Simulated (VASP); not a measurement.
# C: single point with PBE

C:

```
C
1.0
     2.51803    0.00000    0.00000
    -1.25901    2.18068    0.00000
     0.00000    0.00000    8.30459
C
8
Direct
  0.66667 0.33333 0.84447
  0.33333 0.66667 0.34447
  0.66667 0.33333 0.65553
  0.33333 0.66667 0.15553
  0.00000 0.00000 0.90703
  0.00000 0.00000 0.40703
  0.00000 0.00000 0.59297
  0.00000 0.00000 0.09297
```

- Program: VASP 6.6.1
- Task: single point
- Functional: PBE
- Potentials or basis: VASP PAW PBE potentials, release 64 (C)
- Cutoff: 520 eV
- k mesh: 12 × 12 × 4
- Occupations: fermi-dirac, width 0.05 eV
- Spin: no spin polarisation
- Dipole correction: no
- Further INCAR settings: ALGO = Normal; EDIFF = 1e-06; NBANDS = 26

- Pressure: 0.7 GPa
- Largest force: 0.004 eV/Å
- Band gap on the k mesh: 4.53 eV, indirect (least direct gap 5.29 eV)

Forces on the atoms (eV/Å):
```
C    0.000  0.000 -0.004
C    0.000  0.000 -0.004
C    0.000  0.000  0.004
C    0.000  0.000  0.004
C    0.000  0.000 -0.001
C    0.000  0.000 -0.001
C    0.000  0.000  0.001
C    0.000  0.000  0.001
```

Levels at points of the mesh, in eV from the valence-band top:
| k point | band 13 | band 14 | band 15 | band 16 | band 17 | band 18 | band 19 | band 20 |
| --- | --- | --- | --- | --- | --- | --- | --- | --- |
| (0.00, 0.00, 0.00) | -1.72 | -0.22 | 0.00 | 0.00 | 5.29 | 5.29 | 5.46 | 7.10 |
| (0.50, 0.00, 0.00) | -4.91 | -4.65 | -3.66 | -2.95 | 4.60 | 5.57 | 5.98 | 6.02 |
| (0.00, 0.00, 0.50) | -0.65 | -0.65 | -0.65 | -0.65 | 6.06 | 6.06 | 6.06 | 6.06 |
| (0.50, 0.00, 0.50) | -4.71 | -4.71 | -3.64 | -3.64 | 4.94 | 4.94 | 6.98 | 6.98 |

Run time: 49 s on 1 thread of Intel Xeon 6975P-C, on a shared host, peak memory 0.18 GiB.

A k mesh can miss the band edges.
